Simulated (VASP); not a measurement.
# K4ZrZn3F12 (a cell with a defect) in VASP: a series of runs

K4ZrZn3F12 (a cell with a defect) is run at these levels: PBEsol; tasks: single point.

Everything below comes from runs of VASP 6.6.1. Logs are shortened: lines on timing, memory, paths and dates and some standing lists are left out, and cuts for length are marked.

### Step 1. The cell of the first run

The cell holds a defect, 20 atoms: a = 8.105 Å, b = 8.105 Å, c = 4.052 Å, α = 90.00°, β = 90.00°, γ = 90.00°.

### Step 2. Single point, PBEsol, collinear spin

INCAR

```
SYSTEM = K4ZrZn3F12
PREC     = Accurate       ! precision mode
ENCUT    = 520            ! plane-wave cutoff, eV
EDIFF    = 1E-6           ! SCF threshold, eV
ISMEAR   = -1             ! smearing method
SIGMA    = 0.05           ! smearing width, eV
LREAL    = .FALSE.        ! projectors in reciprocal space
LASPH    = .TRUE.         ! aspherical terms in the spheres
NELM     = 200            ! most SCF steps
ALGO     = Normal         ! electronic algorithm
ISIF     = 2              ! what is computed and relaxed
LWAVE    = .FALSE.        ! write WAVECAR
LCHARG   = .FALSE.        ! write CHGCAR
ISPIN    = 2              ! spin polarisation
MAGMOM   = 0.05 0.05 0.05 0.05 0.05 0.05 0.05 0.05 0.05 0.05 0.05 0.05 0.05 0.05 0.05 0.05 0.05 0.05 0.05 0.05 ! initial moments
LORBIT   = 11             ! projections on sites
LMAXMIX  = 4              ! l up to which the mixer works
GGA      = PS             ! functional
NBANDS   = 104            ! bands
NELECT   = 166.0        
GGA_COMPAT= .FALSE.
```

KPOINTS

```
Automatic mesh
0
Gamma
  2 2 2
  0.5 0.5 0.5
```

POSCAR

```
K4ZrZn3F12
1.0
    8.1045260000      0.0000000000      0.0000000000
    0.0000000000      8.1045260000      0.0000000000
    0.0000000000      0.0000000000      4.0522630000
K Zr Zn F
4 1 3 12
Direct
    0.0137490000      0.0037430000      0.9895380000
    0.9988970000      0.4962860000      0.9982680000
    0.4974830000      0.9882820000      0.0270820000
    0.5081070000      0.5009330000      0.0000120000
    0.2593260000      0.2529170000      0.5087850000
    0.2512410000      0.7614510000      0.5041430000
    0.7529440000      0.2454690000      0.5087050000
    0.7569770000      0.7504330000      0.5158540000
    0.2481380000      0.2541930000      0.9958050000
    0.2464770000      0.7491920000      0.9952850000
    0.7595450000      0.2464110000      0.0263420000
    0.7593740000      0.7412070000      0.9988650000
    0.9916040000      0.2551570000      0.5489200000
    0.9913490000      0.7552400000      0.5154680000
    0.4902370000      0.2553070000      0.5043540000
    0.4952810000      0.7451960000      0.4860540000
    0.2528750000      0.9913660000      0.5186540000
    0.2445210000      0.5022800000      0.5184410000
    0.7492910000      0.9981040000      0.5090300000
    0.7489120000      0.5026090000      0.5101020000
```

Potentials or basis: VASP PAW PBE potentials, release 64 (K_sv, Zr_sv, Zn, F).

Run with:

```console
> cat potpaw_PBE.64/K_sv/POTCAR potpaw_PBE.64/Zr_sv/POTCAR potpaw_PBE.64/Zn/POTCAR potpaw_PBE.64/F/POTCAR > POTCAR
> mpirun -np 1 vasp_std > vasp.out
```

OUTCAR:

```text
SYSTEM = K4ZrZn3F12
   PREC = Accurate
   ENCUT = 520
   EDIFF = 1E-6
   ISMEAR = -1
   LREAL = .FALSE.
   LASPH = .TRUE.
   NELM = 200
   ISIF = 2
   ISPIN = 2
   LORBIT = 11
   GGA = PS
   NELECT = 166.0

 ion  position               nearest neighbor table
   1  0.014  0.004  0.990-  13 2.72  17 2.72   9 2.78  14 2.79  10 2.80  11 2.85   6 3.38   5 3.44
                             5 3.53
   2  0.999  0.496  0.998-  13 2.67  12 2.78  18 2.78  11 2.81   9 2.82  20 2.83   5 3.50   5 3.55

   3  0.497  0.988  0.027-  16 2.71  17 2.81  10 2.81  19 2.83   6 3.33   5 3.48   5 3.57
   4  0.508  0.501  0.000-  20 2.78  16 2.79  12 2.82  15 2.83  20 2.84  15 2.86   5 3.47   5 3.52

   5  0.259  0.253  0.509-  15 1.87   9 1.98  18 2.02   9 2.08  17 2.12  13 2.18   1 3.44   4 3.47
                             3 3.48   2 3.50   4 3.52   1 3.53   2 3.55   3 3.57
   6  0.251  0.761  0.504-  17 1.86  16 1.98  10 1.99  10 2.06  18 2.10  14 2.11   3 3.33   1 3.38

   7  0.753  0.245  0.509-  13 1.94  11 1.96  19 2.00  20 2.08  11 2.10  15 2.13
   8  0.757  0.750  0.516-  14 1.90  12 1.96  19 2.01  20 2.01  12 2.10  16 2.12
   9  0.248  0.254  0.996-   5 1.98   5 2.08   1 2.78   2 2.82
  10  0.246  0.749  0.995-   6 1.99   6 2.06   1 2.80   3 2.81
  11  0.760  0.246  0.026-   7 1.96   7 2.10   2 2.81   1 2.85
  12  0.759  0.741  0.999-   8 1.96   8 2.10   2 2.78   4 2.82
  13  0.992  0.255  0.549-   7 1.94   5 2.18   2 2.67   1 2.72
  14  0.991  0.755  0.515-   8 1.90   6 2.11   1 2.79
  15  0.490  0.255  0.504-   5 1.87   7 2.13   4 2.83   4 2.86
  16  0.495  0.745  0.486-   6 1.98   8 2.12   3 2.71   4 2.79
  17  0.253  0.991  0.519-   6 1.86   5 2.12   1 2.72   3 2.81
  18  0.245  0.502  0.518-   5 2.02   6 2.10   2 2.78
  19  0.749  0.998  0.509-   7 2.00   8 2.01   3 2.83
  20  0.749  0.503  0.510-   8 2.01   7 2.08   4 2.78   2 2.83   4 2.84

  LATTYP: Found a simple tetragonal cell.
 ALAT       =     8.1045260000
 C/A-ratio  =     0.5000000000

  Lattice vectors:

 A1 = (   8.1045260000,   0.0000000000,   0.0000000000)
 A2 = (   0.0000000000,   8.1045260000,   0.0000000000)
 A3 = (   0.0000000000,   0.0000000000,   4.0522630000)

Analysis of symmetry for initial positions (statically):
=====================================================================
 Subroutine PRICEL returns:
 Original cell was already a primitive cell.

 Routine SETGRP: Setting up the symmetry group for a
 simple tetragonal supercell.

 Subroutine GETGRP returns: Found  1 space group operations
 (whereof  1 operations were pure point group operations)
 out of a pool of 16 trial point group operations.

The static configuration has the point symmetry C_1 .

Analysis of symmetry for dynamics (positions and initial velocities):
=====================================================================
 Subroutine PRICEL returns:
 Original cell was already a primitive cell.

 Routine SETGRP: Setting up the symmetry group for a
 simple tetragonal supercell.

 Subroutine GETGRP returns: Found  1 space group operations
 (whereof  1 operations were pure point group operations)
 out of a pool of 16 trial point group operations.

The dynamic configuration has the point symmetry C_1 .

Analysis of structural, dynamic, and magnetic symmetry:
=====================================================================
 Subroutine PRICEL returns:
 Original cell was already a primitive cell.

 Routine SETGRP: Setting up the symmetry group for a
 simple tetragonal supercell.

 Subroutine GETGRP returns: Found  1 space group operations
 (whereof  1 operations were pure point group operations)
 out of a pool of 16 trial point group operations.

The overall configuration has the point symmetry C_1 .

 Subroutine INISYM returns: Found  1 space group operations
 (whereof  1 operations are pure point group operations),
 and found     1 'primitive' translations

----------------------------------------------------------------------------------------

                                     Primitive cell

  volume of cell :     266.1662

  direct lattice vectors                    reciprocal lattice vectors
     8.104526000  0.000000000  0.000000000     0.123387845  0.000000000  0.000000000
     0.000000000  8.104526000  0.000000000     0.000000000  0.123387845  0.000000000
[... 87 lines left out ...]
   ions per type =               4   1   3  12
   NGX,Y,Z   is equivalent  to a cutoff of  12.31, 12.31, 12.31 a.u.
   NGXF,Y,Z  is equivalent  to a cutoff of  24.62, 24.62, 24.62 a.u.
 SYSTEM =  K4ZrZn3F12
   PREC   = accura    normal or accurate (medium, high low for compatibility)
   ISTART =      0    job   : 0-new  1-cont  2-samecut
   ICHARG =      2    charge: 1-file 2-atom 10-const
   ISPIN  =      2    spin polarized calculation?
   LNONCOLLINEAR =      F non collinear calculations
   LSORBIT =      F    spin-orbit coupling
   LASPH  =      T    aspherical Exc in radial PAW
   ENCUT  =  520.0 eV  38.22 Ry    6.18 a.u.  15.07 15.07  7.53*2*pi/ulx,y,z
   NELM   =    200;   NELMIN=  2; NELMDL= -5     # of ELM steps
   EDIFF  = 0.1E-05   stopping-criterion for ELM
   LREAL  =      F    real-space projection
   EDIFFG = 0.1E-04   stopping-criterion for IOM
   NSW    =      0    number of steps for IOM
   IBRION =     -1    ionic relax: 0-MD 1-quasi-New 2-CG
   NFREE  =      0    steps in history (QN), initial steepest desc. (CG)
   ISIF   =      2    stress and relaxation
   ISYM   =      2    0-nonsym 1-usesym 2-fastsym
   POTIM  = 0.5000    time-step for ionic-motion
   TEBEG  =    0.0;   TEEND  =   0.0 temperature during run
   PSTRESS=    0.0 pullay stress
   NELECT =     166.0000    total number of electrons
   NUPDOWN=      -1.0000    fix difference up-down
   EMIN   =  10.00;   EMAX   =-10.00  energy-range for DOS
   EFERMI =   0.00;   METHOD = LEGACY
   ISMEAR =    -1;   SIGMA  =   0.05  broadening in eV -4-tet -1-fermi 0-gaus
   EFERMI_NEDOS =   21; number of points for ismear=-14 and -15
   IALGO  =     38    algorithm
   IMIX   =      4    mixing-type and parameters
     AMIX     =   0.40;   BMIX     =  1.00
     AMIX_MAG =   1.60;   BMIX_MAG =  1.00
  volume/ion in A,a.u.               =      13.31        89.81
  Fermi-wavevector in a.u.,A,eV,Ry     =   1.398706  2.643172 26.618162  1.956380
  Thomas-Fermi vector in A             =   2.521838
   LORBIT       =     11    0 simple, 1 ext, 2 COOP (PROOUT), +10 PAW based schemes
   GGA     = PS    functional components
   LHFCALC =     F    Hartree Fock is set to
   AEXX    =    0.0000 exact exchange contribution
   IVDW    =     0    specifies the selected vdW correction
   LEPSILON=     F    determine dielectric tensor
   LRPA    =     F    only Hartree local field effects (RPA)
 spin polarized calculation
  energy-cutoff  :      520.00
  volume of cell :      266.17
 maximum number of plane-waves:      7166
   NGX = 31   NGY = 31   NGZ = 15

 number of electron     165.9999986 magnetization       0.0001426

 number of electron     165.9999986 magnetization      -0.0000590

 Free energy of the ion-electron system (eV)
  ---------------------------------------------------
  ext. energy  EPLUGINS =         0.00000000
  ---------------------------------------------------
  free energy    TOTEN  =       -99.43950301 eV

  energy without entropy =      -99.43950257  energy(sigma->0) =      -99.43950279

 E-fermi :   1.4246     XC(G=0): -10.1154

 val. band max:        0.6224686755   @ k =   0.2500   0.2500   0.2500
 cond. band min:       2.2197006978   @ k =  -0.2500  -0.2500   0.2500
 fundamental gap:      1.5972320223
 Fermi energy:         1.4246408165

 spin component 1

 k-point     1 :       0.2500    0.2500    0.2500
  band No.  band energies     occupation
      1     -50.3514      1.00000
      2     -29.4017      1.00000
      3     -29.2034      1.00000
      4     -28.6752      1.00000
      5     -26.8818      1.00000
      6     -26.6557      1.00000
[... 381 lines left out ...]
     94       8.6665      0.00000
     95       9.0082      0.00000
 Fermi energy:         1.4246408165

 spin component 2

 k-point     1 :       0.2500    0.2500    0.2500
  band No.  band energies     occupation
      1     -50.3514      1.00000
      2     -29.4017      1.00000
      3     -29.2034      1.00000
      4     -28.6752      1.00000
      5     -26.8818      1.00000
      6     -26.6557      1.00000
[... 381 lines left out ...]
     94       8.6665      0.00000
     95       9.0082      0.00000
 [bands above 95 left out]

------------------------ aborting loop because EDIFF is reached ----------------------------------------

  FORCE on cell =-STRESS in cart. coord.  units (eV):
  Direction    XX          YY          ZZ          XY          YZ          ZX
  --------------------------------------------------------------------------------------
  -------------------------------------------------------------------------------------
  Total       -6.0981583    -10.3425536     -4.3484105      0.3861800      0.0161303      0.1627791
  in kB      -36.7076358    -62.2566144    -26.1750944      2.3245963      0.0970957      0.9798425
  external PRESSURE =     -41.7131148 kB  Pullay stress =       0.0000000 kB

 VOLUME and BASIS-vectors are now :
 -----------------------------------------------------------------------------
  energy-cutoff  :      520.00
  volume of cell :      266.17
      direct lattice vectors                 reciprocal lattice vectors
     8.104526000  0.000000000  0.000000000     0.123387845  0.000000000  0.000000000
     0.000000000  8.104526000  0.000000000     0.000000000  0.123387845  0.000000000
     0.000000000  0.000000000  4.052263000     0.000000000  0.000000000  0.246775691

 POSITION                                       TOTAL-FORCE (eV/Angst)
 -----------------------------------------------------------------------------------
      0.11143      0.03034      4.00987        -1.350929     -1.133977      0.213812
      8.09559      4.02216      4.04524        -1.032670      1.133169      0.164186
      4.03186      8.00956      0.10974         1.190478     -1.014594     -0.151180
      4.11797      4.05982      0.00005         0.999755      1.192928      0.062836
      2.10171      2.04977      2.06173        -3.820056      0.230774     -0.790330
      2.03619      6.17120      2.04292        -0.482601     -1.898012     -0.289314
[... 12 lines left out ...]
      6.07265      8.08916      2.06272        -0.283785      0.852684      0.045251
      6.06958      4.07341      2.06707        -0.207290     -1.213426     -0.002599
 -----------------------------------------------------------------------------------
    total drift:                               -0.001246     -0.001640     -0.001646

  FREE ENERGIE OF THE ION-ELECTRON SYSTEM (eV)
  ---------------------------------------------------
  free  energy   TOTEN  =       -99.4395030059 eV

  energy  without entropy=      -99.4395025709  energy(sigma->0) =      -99.43950279

 total charge

# of ion       s       p       d       tot
------------------------------------------
    1        1.952   5.561   0.024   7.538
    2        1.952   5.563   0.024   7.539
    3        1.952   5.558   0.024   7.534
    4        1.952   5.558   0.024   7.534
    5        2.179   6.065   1.343   9.587
    6        0.346   0.390   9.954  10.690
[... 12 lines left out ...]
   19        1.730   4.330   0.000   6.060
   20        1.730   4.327   0.000   6.057
--------------------------------------------------
tot         31.822  81.544  31.286 144.653

 magnetization (x)

# of ion       s       p       d       tot
------------------------------------------
    1        0.000   0.000   0.000   0.000
    2        0.000   0.000   0.000   0.000
    3        0.000   0.000  -0.000   0.000
    4        0.000   0.000  -0.000   0.000
    5        0.000  -0.000  -0.000  -0.000
    6        0.000   0.000   0.000   0.000
[... 12 lines left out ...]
   19       -0.000   0.000   0.000   0.000
   20       -0.000  -0.000   0.000  -0.000
--------------------------------------------------
tot          0.000  -0.000  -0.000  -0.000
```

It took 3.9 min on 1 thread of AMD EPYC 9R45 (Zen 5), shared host; peak memory 0.45 GiB.

What came out:

- Free energy: -99.4395 eV
- Largest force: 3.908 eV/Å
- Net moment: 0.00 μB per cell
- Valence electrons inside the program's atomic spheres: K 7.54, 7.53 (each value once); Zr 9.59; Zn 10.69, 10.65 (each value once); F 6.13, 6.06, 6.08, 6.07, 6.10, 6.09 (each value once)

Forces in eV/Å, atoms in the order of the input:
```
K   -1.351 -1.134  0.214
K   -1.033  1.133  0.164
K    1.190 -1.015 -0.151
K    1.000  1.193  0.063
Zr  -3.820  0.231 -0.790
Zn  -0.483 -1.898 -0.289
Zn  -0.101  0.214  0.359
Zn  -0.850 -0.116 -0.531
F    0.278 -0.150  1.224
F    0.032  0.043  0.434
F   -0.367  0.013 -0.585
F   -0.291  0.127  0.617
F    3.117 -0.169 -0.389
F    1.995  0.065 -0.174
F    1.136 -0.098  0.033
F   -0.185  0.063  0.088
F    0.061  3.713 -0.139
F    0.162 -1.854 -0.189
F   -0.284  0.853  0.045
F   -0.207 -1.213 -0.003
```

Levels at points of the mesh, in eV from the Fermi level:
Spin up:
| k point | band 81 | band 82 | band 83 | band 84 | band 85 | band 86 |
| --- | --- | --- | --- | --- | --- | --- |
| (0.25, 0.25, 0.25) | -1.60 | -0.88 | -0.80 | 0.80 | 0.98 | 1.31 |
Spin down:
| k point | band 80 | band 81 | band 82 | band 83 | band 84 | band 85 | band 86 | band 87 |
| --- | --- | --- | --- | --- | --- | --- | --- | --- |
| (0.25, 0.25, 0.25) | -1.64 | -1.60 | -0.88 | -0.80 | 0.80 | 0.98 | 1.31 | 4.00 |

Caveat: the k points lie up to 0.78 Å⁻¹ apart; the cell carries a net charge on a neutralising background, which shifts energy and pressure; the cell is charged against a uniform background, so pressure and absolute levels hang on convention; the PAW data sets were made with another functional, which shifts forces and pressure a little.

(Continued in part 2 of 2.)
